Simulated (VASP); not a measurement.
# TiSi (rocksalt type) (Fm-3m) in VASP: a series of runs

The runs below take TiSi (rocksalt type) through single point, relaxation of cell and atoms, with r2SCAN.

Everything below comes from runs of VASP 6.6.1. Logs are shortened: lines on timing, memory, paths and dates and some standing lists are left out, and cuts for length are marked.

## (1) The cell of the first run

Symmetry: Fm-3m, No. 225, cubic system. The conventional cell has a = 5.088 Å, b = 5.088 Å, c = 5.088 Å, α = 90.00°, β = 90.00°, γ = 90.00°. Within 3.4 Å of Ti (site symmetry m-3m) lie 6 Si at 2.54 Å. Si (site symmetry m-3m) has 6 Ti at 2.54 Å within 3.4 Å.

## (2) Single point, r2SCAN

Input file POSCAR:

```
TiSi
1.0
    0.0000000000      2.5442031680      2.5442031680
    2.5442031680      0.0000000000      2.5442031680
    2.5442031680      2.5442031680      0.0000000000
Ti Si
1 1
Direct
    0.0000000000      0.0000000000      0.0000000000
    0.5000000000      0.5000000000      0.5000000000
```

Input file INCAR.step1:

```
SYSTEM = TiSi
PREC = Accurate ; ENCUT = 550
ISMEAR = -1 ; SIGMA = 0.05
LREAL = .FALSE. ; LASPH = .TRUE.
NELM = 120 ; NBANDS = 15
GGA = PE ; ALGO = Normal
EDIFF = 1E-5 ; LWAVE = .TRUE.
LCHARG = .FALSE. ; GGA_COMPAT = .FALSE.
```

Input file INCAR.step2:

```
SYSTEM = TiSi
PREC = Accurate ; ENCUT = 550
EDIFF = 1E-6 ; ISMEAR = -1
SIGMA = 0.05 ; LREAL = .FALSE.
LASPH = .TRUE. ; NELM = 120
ALGO = Normal ; ISIF = 2
LWAVE = .FALSE. ; LCHARG = .FALSE.
METAGGA = R2SCAN ; LMIXTAU = .TRUE.
NBANDS = 15 ; ISTART = 1
GGA_COMPAT = .FALSE.
```

Input file KPOINTS:

```
Automatic mesh
0
G
  13 13 13
  0 0 0
```

Potentials or basis: VASP PAW PBE potentials, release 64 (Ti_sv, Si).

Command:

```bash
cat potpaw_PBE.64/Ti_sv/POTCAR potpaw_PBE.64/Si/POTCAR > POTCAR
cp INCAR.step1 INCAR
mpirun -np 1 vasp_std > vasp.out
cp INCAR.step2 INCAR
mpirun -np 1 vasp_std > vasp.out
```

OUTCAR:

```text
SYSTEM = TiSi
   PREC = Accurate
   ENCUT = 550
   EDIFF = 1E-6
   ISMEAR = -1
   LREAL = .FALSE.
   LASPH = .TRUE.
   NELM = 120
   ISIF = 2
   METAGGA = R2SCAN
   ISTART = 1

 ion  position               nearest neighbor table
   1  0.000  0.000  0.000-   2 2.54   2 2.54   2 2.54   2 2.54   2 2.54   2 2.54
   2  0.500  0.500  0.500-   1 2.54   1 2.54   1 2.54   1 2.54   1 2.54   1 2.54

  LATTYP: Found a face centered cubic cell.
 ALAT       =     5.0884063360

  Lattice vectors:

 A1 = (   0.0000000000,   2.5442031680,   2.5442031680)
 A2 = (   2.5442031680,   0.0000000000,   2.5442031680)
 A3 = (   2.5442031680,   2.5442031680,   0.0000000000)

Analysis of symmetry for initial positions (statically):
=====================================================================
 Subroutine PRICEL returns:
 Original cell was already a primitive cell.

 Routine SETGRP: Setting up the symmetry group for a
 face centered cubic supercell.

 Subroutine GETGRP returns: Found 48 space group operations
 (whereof 48 operations were pure point group operations)
 out of a pool of 48 trial point group operations.

The static configuration has the point symmetry O_h .

Analysis of symmetry for dynamics (positions and initial velocities):
=====================================================================
 Subroutine PRICEL returns:
 Original cell was already a primitive cell.

 Routine SETGRP: Setting up the symmetry group for a
 face centered cubic supercell.

 Subroutine GETGRP returns: Found 48 space group operations
 (whereof 48 operations were pure point group operations)
 out of a pool of 48 trial point group operations.

The dynamic configuration has the point symmetry O_h .

 Subroutine INISYM returns: Found 48 space group operations
 (whereof 48 operations are pure point group operations),
 and found     1 'primitive' translations

----------------------------------------------------------------------------------------

                                     Primitive cell

  volume of cell :      32.9371

  direct lattice vectors                    reciprocal lattice vectors
     0.000000000  2.544203168  2.544203168    -0.196525186  0.196525186  0.196525186
     2.544203168  0.000000000  2.544203168     0.196525186 -0.196525186  0.196525186
     2.544203168  2.544203168  0.000000000     0.196525186  0.196525186 -0.196525186

  length of vectors
     3.598046626  3.598046626  3.598046626     0.340391607  0.340391607  0.340391607

  position of ions in fractional coordinates (direct lattice)
     0.000000000  0.000000000  0.000000000
     0.500000000  0.500000000  0.500000000

  ion indices of the primitive-cell ions
   primitive index   ion index
                 1           1
                 2           2

----------------------------------------------------------------------------------------

 KPOINTS: Automatic mesh

Automatic generation of k-mesh.
 Grid dimensions read from file:
 generate k-points for:   13   13   13

 Generating k-lattice:

  Cartesian coordinates                     Fractional coordinates (reciprocal lattice)
    -0.015117322  0.015117322  0.015117322     0.076923077  0.000000000  0.000000000
     0.015117322 -0.015117322  0.015117322     0.000000000  0.076923077  0.000000000
     0.015117322  0.015117322 -0.015117322     0.000000000  0.000000000  0.076923077

  Length of vectors
     0.026183970  0.026183970  0.026183970

  Shift w.r.t. Gamma in fractional coordinates (k-lattice)
     0.000000000  0.000000000  0.000000000

 Subroutine IBZKPT returns following result:
 ===========================================

 Found     84 irreducible k-points:

 Following reciprocal coordinates:
            Coordinates               Weight
  0.000000  0.000000  0.000000      1.000000
  0.076923  0.000000  0.000000      8.000000
  0.153846  0.000000  0.000000      8.000000
  0.230769  0.000000  0.000000      8.000000
  0.307692  0.000000  0.000000      8.000000
  0.384615  0.000000  0.000000      8.000000
[... 16 lines left out ...]
  0.384615  0.153846  0.000000     24.000000
  0.461538  0.153846  0.000000     24.000000
 [... further k-points ...]
   k-points           NKPTS =     84   k-points in BZ     NKDIM =     84   number of bands    NBANDS=     15
   number of dos      NEDOS =    301   number of ions     NIONS =      2
   total plane-waves  NPLWV =  21952
   dimension x,y,z NGX =    28 NGY =   28 NGZ =   28
   dimension x,y,z NGXF=    56 NGYF=   56 NGZF=   56
   ions per type =               1   1
   NGX,Y,Z   is equivalent  to a cutoff of  12.94, 12.94, 12.94 a.u.
   NGXF,Y,Z  is equivalent  to a cutoff of  25.87, 25.87, 25.87 a.u.
 SYSTEM =  TiSi
   PREC   = accura    normal or accurate (medium, high low for compatibility)
   ISTART =      1    job   : 0-new  1-cont  2-samecut
   ICHARG =      0    charge: 1-file 2-atom 10-const
   ISPIN  =      1    spin polarized calculation?
   LNONCOLLINEAR =      F non collinear calculations
   LSORBIT =      F    spin-orbit coupling
   LASPH  =      T    aspherical Exc in radial PAW
   ENCUT  =  550.0 eV  40.42 Ry    6.36 a.u.   6.88  6.88  6.88*2*pi/ulx,y,z
   NELM   =    120;   NELMIN=  2; NELMDL=  0     # of ELM steps
   EDIFF  = 0.1E-05   stopping-criterion for ELM
   LREAL  =      F    real-space projection
   EDIFFG = 0.1E-04   stopping-criterion for IOM
   NSW    =      0    number of steps for IOM
   IBRION =     -1    ionic relax: 0-MD 1-quasi-New 2-CG
   NFREE  =      0    steps in history (QN), initial steepest desc. (CG)
   ISIF   =      2    stress and relaxation
   ISYM   =      2    0-nonsym 1-usesym 2-fastsym
   POTIM  = 0.5000    time-step for ionic-motion
   TEBEG  =    0.0;   TEEND  =   0.0 temperature during run
   PSTRESS=    0.0 pullay stress
   NELECT =      16.0000    total number of electrons
   NUPDOWN=      -1.0000    fix difference up-down
   EMIN   =  10.00;   EMAX   =-10.00  energy-range for DOS
   EFERMI =   0.00;   METHOD = LEGACY
   ISMEAR =    -1;   SIGMA  =   0.05  broadening in eV -4-tet -1-fermi 0-gaus
   EFERMI_NEDOS =   21; number of points for ismear=-14 and -15
   IALGO  =     38    algorithm
   IMIX   =      4    mixing-type and parameters
     AMIX     =   0.40;   BMIX     =  1.00
     AMIX_MAG =   1.60;   BMIX_MAG =  1.00
  volume/ion in A,a.u.               =      16.47       111.14
  Fermi-wavevector in a.u.,A,eV,Ry     =   1.286924  2.431934 22.533621  1.656174
  Thomas-Fermi vector in A             =   2.418970
   LORBIT       =      0    0 simple, 1 ext, 2 COOP (PROOUT), +10 PAW based schemes
   METAGGA = R2SCAN    functional components
   LHFCALC =     F    Hartree Fock is set to
   AEXX    =    0.0000 exact exchange contribution
   IVDW    =     0    specifies the selected vdW correction
   LEPSILON=     F    determine dielectric tensor
   LRPA    =     F    only Hartree local field effects (RPA)
 non-spin polarized calculation
  energy-cutoff  :      550.00
  volume of cell :       32.94
 maximum number of plane-waves:       978
   NGX = 13   NGY = 13   NGZ = 13

 number of electron      15.9999996 magnetization

 Free energy of the ion-electron system (eV)
  ---------------------------------------------------
  ext. energy  EPLUGINS =         0.00000000
  ---------------------------------------------------
  free energy    TOTEN  =       -22.65909766 eV

  energy without entropy =      -22.65536958  energy(sigma->0) =      -22.65723362

 E-fermi :   8.3572     XC(G=0): -11.8362

 val. band max:        8.3559962962   @ k =   0.0769   0.0769   0.0000
 cond. band min:       8.3990810071   @ k =   0.3846   0.3846   0.0000
 fundamental gap:      0.0430847109
 Fermi energy:         8.3571972610

 k-point     1 :       0.0000    0.0000    0.0000
  band No.  band energies     occupation
      1     -50.9260      2.00000
      2     -26.1269      2.00000
      3     -26.1269      2.00000
      4     -26.1269      2.00000
      5      -2.4945      2.00000
      6       8.4813      0.15439
      7       8.4813      0.15439
      8       8.4813      0.15436
      9       8.5612      0.03326
     10       8.5612      0.03326
     11      11.6895      0.00000
     12      11.6895      0.00000
     13      11.6895      0.00000
     14      18.8790      0.00000
     15      19.8231      0.00000

 k-point     2 :       0.0769    0.0000    0.0000
  band No.  band energies     occupation
      1     -50.9254      2.00000
      2     -26.1330      2.00000
      3     -26.1277      2.00000
      4     -26.1277      2.00000
      5      -2.3858      2.00000
      6       8.2395      1.82661
      7       8.3132      1.41399
      8       8.3132      1.41393
      9       8.5753      0.02518
     10       8.5753      0.02518
     11      11.5191      0.00000
     12      12.0010      0.00000
     13      12.0010      0.00000
     14      18.4477      0.00000
     15      20.0416      0.00000

 k-point     3 :       0.1538    0.0000    0.0000
  band No.  band energies     occupation
      1     -50.9239      2.00000
      2     -26.1499      2.00000
      3     -26.1298      2.00000
      4     -26.1298      2.00000
      5      -2.0642      2.00000
      6       7.5338      2.00000
      7       7.8212      1.99996
      8       7.8212      1.99996
      9       8.7937      0.00032
     10       8.7937      0.00032
     11      11.2001      0.00000
     12      12.7257      0.00000
     13      12.7257      0.00000
     14      17.6002      0.00000
     15      19.6675      0.00000

 k-point     4 :       0.2308    0.0000    0.0000
  band No.  band energies     occupation
      1     -50.9217      2.00000
      2     -26.1735      2.00000
      3     -26.1328      2.00000
      4     -26.1328      2.00000
      5      -1.5438      2.00000
      6       6.4808      2.00000
      7       7.3024      2.00000
      8       7.3024      2.00000
      9       9.1358      0.00000
     10       9.1358      0.00000
     11      10.9794      0.00000
     12      13.5820      0.00000
     13      13.5821      0.00000
     14      16.5738      0.00000
     15      18.9238      0.00000
[... 307 lines left out ...]
 k-point    22 :       0.3077    0.1538    0.0000
  band No.  band energies     occupation
      1     -50.9196      2.00000
      2     -26.1840      2.00000
      3     -26.1425      2.00000
      4     -26.1415      2.00000
      5      -1.0228      2.00000
      6       5.7814      2.00000
      7       6.8334      2.00000
      8       7.5015      2.00000
      9       8.8225      0.00018
     10       9.4558      0.00000
     11      11.3365      0.00000
     12      12.4915      0.00000
     13      14.1737      0.00000
     14      16.9076      0.00000
     15      17.2794      0.00000

 k-point    23 :       0.3846    0.1538    0.0000
  band No.  band energies     occupation
      1     -50.9176      2.00000
      2     -26.2036      2.00000
      3     -26.1461      2.00000
      4     -26.1450      2.00000
      5      -0.3396      2.00000
      6       4.8961      2.00000
      7       6.3466      2.00000
      8       7.0698      2.00000
      9       9.2226      0.00000
     10       9.9238      0.00000
     11      11.1165      0.00000
     12      12.8284      0.00000
     13      14.3325      0.00000
     14      16.2315      0.00000
     15      17.0955      0.00000

 k-point    24 :       0.4615    0.1538    0.0000
  band No.  band energies     occupation
      1     -50.9161      2.00000
      2     -26.2179      2.00000
      3     -26.1509      2.00000
      4     -26.1458      2.00000
      5       0.3920      2.00000
      6       3.9649      2.00000
      7       6.0862      2.00000
      8       6.7446      2.00000
      9       9.6571      0.00000
     10      10.2441      0.00000
     11      10.9841      0.00000
     12      13.2471      0.00000
     13      13.8664      0.00000
     14      15.6261      0.00000
     15      17.5154      0.00000

 [... further k-points ...]
[... 5 lines left out ...]
  --------------------------------------------------------------------------------------
  -------------------------------------------------------------------------------------
  Total        0.0535500      0.0535500      0.0535500      0.0000000      0.0000000      0.0000000
  in kB        2.6048637      2.6048637      2.6048637      0.0000000      0.0000000      0.0000000
  external PRESSURE =       2.6048637 kB  Pullay stress =       0.0000000 kB

 VOLUME and BASIS-vectors are now :
 -----------------------------------------------------------------------------
  energy-cutoff  :      550.00
  volume of cell :       32.94
      direct lattice vectors                 reciprocal lattice vectors
     0.000000000  2.544203168  2.544203168    -0.196525186  0.196525186  0.196525186
     2.544203168  0.000000000  2.544203168     0.196525186 -0.196525186  0.196525186
     2.544203168  2.544203168  0.000000000     0.196525186  0.196525186 -0.196525186

 POSITION                                       TOTAL-FORCE (eV/Angst)
 -----------------------------------------------------------------------------------
      0.00000      0.00000      0.00000        -0.000000      0.000000      0.000000
      2.54420      2.54420      2.54420         0.000000     -0.000000     -0.000000
 -----------------------------------------------------------------------------------
    total drift:                               -0.000000     -0.000000      0.000000

  FREE ENERGIE OF THE ION-ELECTRON SYSTEM (eV)
  ---------------------------------------------------
  free  energy   TOTEN  =       -22.6590976639 eV

  energy  without entropy=      -22.6553695801  energy(sigma->0) =      -22.65723362
```

Wall time 2.3 min (1 thread of Intel Xeon Platinum 8488C (Sapphire Rapids), shared host); peak memory 0.19 GiB.

Results:

```
Free energy            : -22.6591 eV
Pressure               : 0.3 GPa
Band gap on the k mesh : zero (band 8 reaches 8.55 eV, above the bottom of band 9 at 8.21 eV)
```

Caveat: the PAW data sets were made with another functional, which shifts forces and pressure a little.

## (3) Relaxation of cell and atoms, r2SCAN

This run uses another cell than the first one, of 16.66 Å³/atom, 1.012 times its volume.

Input file POSCAR:

```
TiSi
1.0
    0.0000000000      2.5539218996      2.5539218996
    2.5539218996      0.0000000000      2.5539218996
    2.5539218996      2.5539218996      0.0000000000
Ti Si
1 1
Direct
    0.0000000000      0.0000000000      0.0000000000
    0.5000000000      0.5000000000      0.5000000000
```

Input file INCAR.step1:

```
PREC = Accurate ; ENCUT = 550
ISMEAR = -1 ; SIGMA = 0.05
LREAL = F ; LASPH = T
NELM = 120 ; GGA = PE
ALGO = Normal ; EDIFF = 1E-5
LWAVE = T ; LCHARG = F
GGA_COMPAT = F ; IBRION = 2
ISIF = 3 ; EDIFFG = -0.005
NELMIN = 4 ; NSW = 100
```

Input file INCAR.step2:

```
PREC = Accurate ; ENCUT = 550
EDIFF = 1E-7 ; ISMEAR = -1
SIGMA = 0.05 ; LREAL = F
LASPH = T ; NELM = 120
ALGO = Normal ; ISIF = 3
LWAVE = F ; LCHARG = F
METAGGA = R2SCAN ; LMIXTAU = T
IBRION = 2 ; NSW = 60
EDIFFG = -0.005 ; ISTART = 1
GGA_COMPAT = F ; NELMIN = 4
```

Input file KPOINTS:

```
Automatic mesh
0
Gamma
  13 13 13
```

Potentials or basis: VASP PAW PBE potentials, release 64 (Ti_sv, Si).

Command:

```bash
cat potpaw_PBE.64/Ti_sv/POTCAR potpaw_PBE.64/Si/POTCAR > POTCAR
cp INCAR.step1 INCAR
mpirun -np 1 vasp_std > vasp.out
cp INCAR.step2 INCAR
mpirun -np 1 vasp_std > vasp.out
```

Wall time 5.9 min (1 thread of Intel Xeon Platinum 8488C (Sapphire Rapids), shared host); peak memory 0.19 GiB.

It converged, with:

```
Free energy                            : -22.6592 eV
Relaxed volume                         : 16.50 Å³/atom
Relaxed cell                           : a = 3.601 Å, b = 3.601 Å, c = 3.601 Å, α = 60.00°, β = 60.00°, γ = 60.00°
Space group after relaxing (to 0.05 Å) : Fm-3m (No. 225)
Energy gained by relaxing              : 0.5 meV/atom
Ionic steps                            : 3
Pressure after relaxing                : 0.0 GPa
Band gap on the k mesh                 : zero (band 8 reaches 8.53 eV, above the bottom of band 9 at 8.19 eV)
```

Step by step:
```
step  energy change (eV)  largest force (eV/Å)  pressure (GPa)  volume (Å³)
   1              0.0000                0.0000           -1.08        33.32
   2             -0.0004                0.0000            0.84        32.78
   3             -0.0010                0.0000            0.01        33.01
```

Final structure:
```xyz
2
Lattice="0.0000 2.5460 2.5460 2.5460 0.0000 2.5460 2.5460 2.5460 0.0000" Properties=species:S:1:pos:R:3 pbc="T T T"
Ti    0.0000    0.0000    0.0000
Si    2.5460    2.5460    2.5460
```

Levels at points of the mesh, in eV from the Fermi level:
```
           k point  band 5  band 6  band 7  band 8  band 9  band 10  band 11  band 12
(0.00, 0.00, 0.00)  -10.84    0.13    0.13    0.13    0.20     0.20     3.32     3.32
```

Caveat: the PAW data sets were made with another functional, which shifts forces and pressure a little.
